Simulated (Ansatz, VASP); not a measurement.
**Two plane-wave programs on Ti4Hg3PbO12**

```xyz
20
Lattice="-3.9007 3.9007 3.9007 3.9007 -3.9007 3.9007 3.9007 3.9007 -3.9007" Properties=species:S:1:pos:R:3 pbc="T T T"
Pb    0.0000    0.0000    0.0000
Hg    3.9007    0.0000    0.0000
Hg    0.0000    3.9007    0.0000
Hg    0.0000    0.0000    3.9007
Ti    1.9503    1.9503    1.9503
Ti    1.9503    1.9503   -1.9503
Ti   -1.9503    1.9503    1.9503
Ti    1.9503   -1.9503    1.9503
O     0.0000    5.5829    1.6147
O     3.9007   -1.6823    2.2860
O     0.0000    2.2184    1.6147
O     3.9007    1.6823    2.2860
O     1.6147    0.0000    5.5829
O     2.2860    3.9007   -1.6823
O     1.6147    0.0000    2.2184
O     2.2860    3.9007    1.6823
O     5.5829    1.6147    0.0000
O    -1.6823    2.2860    3.9007
O     2.2184    1.6147    0.0000
O     1.6823    2.2860    3.9007
```

Alike in both runs: functional PBE; k mesh 6 × 6 × 6; occupations gaussian, width 0.02 eV; no spin polarisation.

Ansatz relaxed the structure, and its values are those at the end. VASP's run is a single point on that final structure, the one shown.

|  | VASP | Ansatz |
| --- | --- | --- |
| version | VASP 6.6.1 | Ansatz 0.2.0 |
| potentials or method | VASP PAW PBE potentials, release 64 (Pb_d, Hg, Ti_sv, O), cutoff 520 eV | scalar-relativistic, plane waves, PAW |
| valence electrons in the cell | 170 | 194 |

Ansatz gave:

```
gap on the k mesh at the Fermi level (eV) : 1.72
least direct gap on the mesh (eV)         : 1.72
pressure (GPa)                            : 0.0
rms of the force components (eV/Å)        : 0.000
```

Estimate VASP's values.

gap on the k mesh at the Fermi level (eV): 1.70; least direct gap on the mesh (eV): 1.70; pressure (GPa): 0.7; rms of the force components (eV/Å): 0.015.

The functional is the same, so the differences come from potentials, cutoffs and numerics. VASP's potentials hold 170 valence electrons a cell and Ansatz's 194, so a difference there can come from the potentials and not from the codes.

Spin-orbit coupling is off throughout.
